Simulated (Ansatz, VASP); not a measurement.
# Two plane-wave programs on CdTe

```
Cd Te
1.0
     0.00000    3.24193    3.24193
     3.24193    0.00000    3.24193
     3.24193    3.24193    0.00000
Cd Te
1 1
Direct
  0.00000 0.00000 0.00000
  0.25000 0.25000 0.25000
```

Alike in both runs: task single point; functional PBE; k mesh 10 × 10 × 10; occupations gaussian, width 0.05 eV; no spin polarisation.

|  | VASP | Ansatz |
| --- | --- | --- |
| version | VASP 6.6.1 | Ansatz 0.2.0 |
| potentials or method | VASP PAW PBE potentials, release 64 (Cd, Te), cutoff 520 eV | scalar-relativistic, plane waves, PAW |
| valence electrons in the cell | 18 | 36 |

```csv
,VASP,Ansatz,Ansatz less VASP
gap on the k mesh at the Fermi level (eV),0.77,0.77,+0.001
least direct gap on the mesh (eV),0.77,0.77,+0.001
pressure (GPa),2.6,2.5,-0.13
```

With one functional, cell and mesh, what is left measures potentials, basis and numerics. VASP's potentials hold 18 valence electrons a cell and Ansatz's 36, so a difference there can come from the potentials and not from the codes.

Spin-orbit coupling is off throughout.
